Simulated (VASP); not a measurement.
Input of a VASP 6.6.1 run:

INCAR

```
SYSTEM = SiC
PREC = Accurate
ENCUT = 520
EDIFF = 1E-6
ISMEAR = 0
SIGMA = 0.01
LREAL = .FALSE.
LASPH = .TRUE.
NELM = 80
ALGO = Normal
ISIF = 2
LWAVE = .FALSE.
LCHARG = .TRUE.
LELF = .TRUE.
LVHAR = .TRUE.
NBANDS = 11
```

Contents of KPOINTS:

```
regular mesh
0
G
  10 10 10
  0 0 0
```

Contents of POSCAR:

```
SiC
1.0
    2.1583776627      2.1583776627      0.0000000000
   -2.1583776627      2.1583776627      0.0000000000
    0.0000000000      2.1583776627      2.1583776627
Si C
1 1
Direct
    0.0000000000      0.0000000000      0.0000000000
    0.7500000000      0.2500000000      0.5000000000
```

Potentials or basis: VASP PAW LDA potentials, release 64 (Si, C).

The run is started by

```sh
$ cat potpaw_LDA.64/Si/POTCAR potpaw_LDA.64/C/POTCAR > POTCAR
$ mpirun -np 1 vasp_std > vasp.out
```

**Question.** Estimate the band gap on the k mesh.

**Answer.** 1.28 eV, indirect (least direct gap 4.53 eV).

**Question.** Estimate the pressure.

**Answer.** 2.4 GPa.

A k mesh can miss the band edges.
